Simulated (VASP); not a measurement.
# MgO in VASP: further runs

MgO is run at these levels: PBE; tasks: relaxation of cell and atoms, single point.

Program: VASP 6.6.1. These are calculated values, not measurements. Logs are shortened: lines on timing, memory, paths and dates and some standing lists are left out, and cuts for length are marked.

### Step 1. The cell of the first run

Symmetry: Fm-3m, No. 225, cubic system. Conventional cell: a = 4.194 Å, b = 4.194 Å, c = 4.194 Å, α = 90.00°, β = 90.00°, γ = 90.00°. Within 2.8 Å of Mg (site symmetry m-3m) lie 6 O at 2.10 Å. O (site symmetry m-3m) has 6 Mg at 2.10 Å within 2.8 Å.

### Step 2. Relaxation of cell and atoms, PBE

INCAR

```
ALGO = Normal
EDIFF = 1E-7
EDIFFG = -0.005
ENCUT = 600
GGA = PE
IBRION = 2
ISIF = 3
ISMEAR = 0
LASPH = True
LCHARG = False
LREAL = False
LWAVE = False
NELM = 100
NSW = 100
PREC = Accurate
SIGMA = 0.02
```

KPOINTS

```
k-points
0
Gamma
  10 10 10
```

POSCAR

```
MgO
1.0
    0.0000000000      2.0970013927      2.0970013927
    2.0970013927      0.0000000000      2.0970013927
    2.0970013927      2.0970013927      0.0000000000
Mg O
1 1
Direct
    0.0000000000      0.0000000000      0.0000000000
    0.5000000000      0.5000000000      0.5000000000
```

Potentials or basis: VASP PAW PBE potentials, release 64 (Mg, O).

Run with:

```sh
$ cat potpaw_PBE.64/Mg/POTCAR potpaw_PBE.64/O/POTCAR > POTCAR
$ mpirun -np 1 vasp_std > vasp.out
```

OUTCAR:

```text
EDIFF = 1E-7
   EDIFFG = -0.005
   ENCUT = 600
   GGA = PE
   IBRION = 2
   ISIF = 3
   ISMEAR = 0
   LASPH = True
   LREAL = False
   NELM = 100
   NSW = 100
   PREC = Accurate

 ion  position               nearest neighbor table
   1  0.000  0.000  0.000-   2 2.10   2 2.10   2 2.10   2 2.10   2 2.10   2 2.10
   2  0.500  0.500  0.500-   1 2.10   1 2.10   1 2.10   1 2.10   1 2.10   1 2.10

  LATTYP: Found a face centered cubic cell.
 ALAT       =     4.1940027854

  Lattice vectors:

 A1 = (   0.0000000000,   2.0970013927,   2.0970013927)
 A2 = (   2.0970013927,   0.0000000000,   2.0970013927)
 A3 = (   2.0970013927,   2.0970013927,   0.0000000000)

Analysis of symmetry for initial positions (statically):
=====================================================================
 Subroutine PRICEL returns:
 Original cell was already a primitive cell.

 Routine SETGRP: Setting up the symmetry group for a
 face centered cubic supercell.

 Subroutine GETGRP returns: Found 48 space group operations
 (whereof 48 operations were pure point group operations)
 out of a pool of 48 trial point group operations.

The static configuration has the point symmetry O_h .

Analysis of symmetry for dynamics (positions and initial velocities):
=====================================================================
 Subroutine PRICEL returns:
 Original cell was already a primitive cell.

 Routine SETGRP: Setting up the symmetry group for a
 face centered cubic supercell.

 Subroutine GETGRP returns: Found 48 space group operations
 (whereof 48 operations were pure point group operations)
 out of a pool of 48 trial point group operations.

The dynamic configuration has the point symmetry O_h .

 Subroutine INISYM returns: Found 48 space group operations
 (whereof 48 operations are pure point group operations),
 and found     1 'primitive' translations

----------------------------------------------------------------------------------------

                                     Primitive cell

  volume of cell :      18.4428

  direct lattice vectors                    reciprocal lattice vectors
     0.000000000  2.097001393  2.097001393    -0.238435702  0.238435702  0.238435702
     2.097001393  0.000000000  2.097001393     0.238435702 -0.238435702  0.238435702
     2.097001393  2.097001393  0.000000000     0.238435702  0.238435702 -0.238435702

  length of vectors
     2.965607810  2.965607810  2.965607810     0.412982751  0.412982751  0.412982751

  position of ions in fractional coordinates (direct lattice)
     0.000000000  0.000000000  0.000000000
     0.500000000  0.500000000  0.500000000

  ion indices of the primitive-cell ions
   primitive index   ion index
                 1           1
                 2           2

----------------------------------------------------------------------------------------

 KPOINTS: k-points

Automatic generation of k-mesh.
 Grid dimensions read from file:
 generate k-points for:   10   10   10

 Generating k-lattice:

  Cartesian coordinates                     Fractional coordinates (reciprocal lattice)
    -0.023843570  0.023843570  0.023843570     0.100000000  0.000000000  0.000000000
     0.023843570 -0.023843570  0.023843570     0.000000000  0.100000000  0.000000000
     0.023843570  0.023843570 -0.023843570     0.000000000  0.000000000  0.100000000

  Length of vectors
     0.041298275  0.041298275  0.041298275

  Shift w.r.t. Gamma in fractional coordinates (k-lattice)
     0.000000000  0.000000000  0.000000000

 Subroutine IBZKPT returns following result:
 ===========================================

 Found     47 irreducible k-points:

 Following reciprocal coordinates:
            Coordinates               Weight
  0.000000  0.000000  0.000000      1.000000
  0.100000  0.000000  0.000000      8.000000
  0.200000  0.000000  0.000000      8.000000
  0.300000  0.000000  0.000000      8.000000
  0.400000  0.000000  0.000000      8.000000
  0.500000  0.000000  0.000000      4.000000
[... 16 lines left out ...]
  0.300000  0.300000  0.000000      6.000000
  0.400000  0.300000  0.000000     24.000000
 [... further k-points ...]
   k-points           NKPTS =     47   k-points in BZ     NKDIM =     47   number of bands    NBANDS=      8
   number of dos      NEDOS =    301   number of ions     NIONS =      2
   total plane-waves  NPLWV =  13824
   dimension x,y,z NGX =    24 NGY =   24 NGZ =   24
   dimension x,y,z NGXF=    48 NGYF=   48 NGZF=   48
   ions per type =               1   1
   NGX,Y,Z   is equivalent  to a cutoff of  13.45, 13.45, 13.45 a.u.
   NGXF,Y,Z  is equivalent  to a cutoff of  26.91, 26.91, 26.91 a.u.
 SYSTEM =  unknown system
   PREC   = accura    normal or accurate (medium, high low for compatibility)
   ISTART =      0    job   : 0-new  1-cont  2-samecut
   ICHARG =      2    charge: 1-file 2-atom 10-const
   ISPIN  =      1    spin polarized calculation?
   LNONCOLLINEAR =      F non collinear calculations
   LSORBIT =      F    spin-orbit coupling
   LASPH  =      T    aspherical Exc in radial PAW
   ENCUT  =  600.0 eV  44.10 Ry    6.64 a.u.   5.92  5.92  5.92*2*pi/ulx,y,z
   NELM   =    100;   NELMIN=  2; NELMDL= -5     # of ELM steps
   EDIFF  = 0.1E-06   stopping-criterion for ELM
   LREAL  =      F    real-space projection
   EDIFFG = -.5E-02   stopping-criterion for IOM
   NSW    =    100    number of steps for IOM
   IBRION =      2    ionic relax: 0-MD 1-quasi-New 2-CG
   NFREE  =      1    steps in history (QN), initial steepest desc. (CG)
   ISIF   =      3    stress and relaxation
   ISYM   =      2    0-nonsym 1-usesym 2-fastsym
   POTIM  = 0.5000    time-step for ionic-motion
   TEBEG  =    0.0;   TEEND  =   0.0 temperature during run
   PSTRESS=    0.0 pullay stress
   NELECT =       8.0000    total number of electrons
   NUPDOWN=      -1.0000    fix difference up-down
   EMIN   =  10.00;   EMAX   =-10.00  energy-range for DOS
   EFERMI =   0.00;   METHOD = LEGACY
   ISMEAR =     0;   SIGMA  =   0.02  broadening in eV -4-tet -1-fermi 0-gaus
   EFERMI_NEDOS =   21; number of points for ismear=-14 and -15
   IALGO  =     38    algorithm
   IMIX   =      4    mixing-type and parameters
     AMIX     =   0.40;   BMIX     =  1.00
     AMIX_MAG =   1.60;   BMIX_MAG =  1.00
  volume/ion in A,a.u.               =       9.22        62.23
  Fermi-wavevector in a.u.,A,eV,Ry     =   1.239261  2.341864 20.895389  1.535768
  Thomas-Fermi vector in A             =   2.373752
   LORBIT       =      0    0 simple, 1 ext, 2 COOP (PROOUT), +10 PAW based schemes
   GGA     = PE    functional components
   LHFCALC =     F    Hartree Fock is set to
   AEXX    =    0.0000 exact exchange contribution
   IVDW    =     0    specifies the selected vdW correction
   LEPSILON=     F    determine dielectric tensor
   LRPA    =     F    only Hartree local field effects (RPA)
 conjugate gradient relaxation of ions
 non-spin polarized calculation
 Gauss-broadening in eV      SIGMA  =   0.02
  energy-cutoff  :      600.00
  volume of cell :       18.44
 maximum number of plane-waves:       636
   NGX = 11   NGY = 11   NGZ = 11

--------------------------------------- Ionic step        1  -------------------------------------------

 number of electron       8.0000004 magnetization

 Free energy of the ion-electron system (eV)
  ---------------------------------------------------
  ext. energy  EPLUGINS =         0.00000000
  ---------------------------------------------------
  free energy    TOTEN  =       -11.90116273 eV

  energy without entropy =      -11.90116273  energy(sigma->0) =      -11.90116273

------------------------ aborting loop because EDIFF is reached ----------------------------------------

  FORCE on cell =-STRESS in cart. coord.  units (eV):
  Direction    XX          YY          ZZ          XY          YZ          ZX
  --------------------------------------------------------------------------------------
  -------------------------------------------------------------------------------------
  Total        0.6825339      0.6825339      0.6825339      0.0000000      0.0000000      0.0000000
  in kB       59.2937162     59.2937162     59.2937162      0.0000000      0.0000000      0.0000000
  external PRESSURE =      59.2937162 kB  Pullay stress =       0.0000000 kB
[... 57 lines left out ...]
  energy  without entropy=      -11.9119470939  energy(sigma->0) =      -11.91194709

--------------------------------------- Ionic step        3  -------------------------------------------

 number of electron       8.0000004 magnetization

 Free energy of the ion-electron system (eV)
  ---------------------------------------------------
  ext. energy  EPLUGINS =         0.00000000
  ---------------------------------------------------
  free energy    TOTEN  =       -11.91338654 eV

  energy without entropy =      -11.91338654  energy(sigma->0) =      -11.91338654

 E-fermi :   3.1258     XC(G=0): -10.9681

 val. band max:        3.0119888028   @ k =   0.0000   0.0000   0.0000
 cond. band min:       7.5153850653   @ k =   0.0000   0.0000   0.0000
 fundamental gap:      4.5033962625
 Fermi energy:         3.1258344886

 k-point     1 :       0.0000    0.0000    0.0000
  band No.  band energies     occupation
      1     -14.1327      2.00000
      2       3.0120      2.00000
      3       3.0120      2.00000
      4       3.0120      2.00000
      5       7.5154      0.00000
      6      18.6812      0.00000
      7      18.6812      0.00000
      8      18.6812      0.00000
[... 243 lines left out ...]
 k-point    24 :       0.4000    0.3000    0.0000
  band No.  band energies     occupation
      1     -12.9481      2.00000
      2      -0.4872      2.00000
      3       1.7428      2.00000
      4       1.9556      2.00000
      5      12.3575      0.00000
      6      13.1163      0.00000
      7      16.3672      0.00000
      8      20.8847      0.00000

 [... further k-points ...]

------------------------ aborting loop because EDIFF is reached ----------------------------------------

  FORCE on cell =-STRESS in cart. coord.  units (eV):
  Direction    XX          YY          ZZ          XY          YZ          ZX
  --------------------------------------------------------------------------------------
  -------------------------------------------------------------------------------------
  Total        0.0010766      0.0010766      0.0010766     -0.0000000     -0.0000000      0.0000000
  in kB        0.0901924      0.0901924      0.0901924     -0.0000000     -0.0000000      0.0000000
  external PRESSURE =       0.0901924 kB  Pullay stress =       0.0000000 kB
[... 17 lines left out ...]
  FREE ENERGIE OF THE ION-ELECTRON SYSTEM (eV)
  ---------------------------------------------------
  free  energy   TOTEN  =       -11.9133865369 eV

  energy  without entropy=      -11.9133865369  energy(sigma->0) =      -11.91338654

 reached required accuracy - stopping structural energy minimisation
```

It took 14 s on 1 thread of Intel Xeon Platinum 8259CL at 2.50GHz (Skylake/Cascade Lake), shared host; peak memory 0.15 GiB.

Results:

```yaml
Free_energy: -11.9134 eV
Relaxed_volume: 9.56 Å³/atom
Relaxed_cell: a = 3.002 Å, b = 3.002 Å, c = 3.002 Å, α = 60.00°, β = 60.00°, γ = 60.00°
Space_group_after_relaxing_to_0.05_Å: Fm-3m (No. 225)
Energy_gained_by_relaxing: 6.1 meV/atom
Ionic_steps: 3
Pressure_after_relaxing: 0.0 GPa
Band_gap_on_the_k_mesh: 4.50 eV, direct
```

The path:
```csv
step,energy change (eV),largest force (eV/Å),pressure (GPa),volume (Å³)
1,0.0000,0.0000,5.93,18.44
2,-0.0108,0.0000,-1.87,19.37
3,-0.0122,0.0000,0.01,19.12
```

Final structure:
```cif
data_structure
_symmetry_space_group_name_H-M 'P 1'
_symmetry_Int_Tables_number 1
_cell_length_a 3.0017
_cell_length_b 3.0017
_cell_length_c 3.0017
_cell_angle_alpha 60.000
_cell_angle_beta 60.000
_cell_angle_gamma 60.000
_cell_volume 19.12
loop_
_atom_site_label
_atom_site_type_symbol
_atom_site_fract_x
_atom_site_fract_y
_atom_site_fract_z
_atom_site_occupancy
Mg1 Mg 0.00000 0.00000 0.00000 1
O1 O 0.50000 0.50000 0.50000 1
```

Levels at points of the mesh, in eV from the valence-band top:
```tsv
k point	band 2	band 3	band 4	band 5	band 6	band 7
(0.00, 0.00, 0.00)	0.00	0.00	0.00	4.50	15.67	15.67
(0.50, 0.00, 0.00)	-4.51	-0.63	-0.63	7.75	12.34	16.07
(0.50, 0.50, 0.00)	-3.99	-1.32	-1.32	9.09	9.72	12.85
```

[end of part 1 of 2]
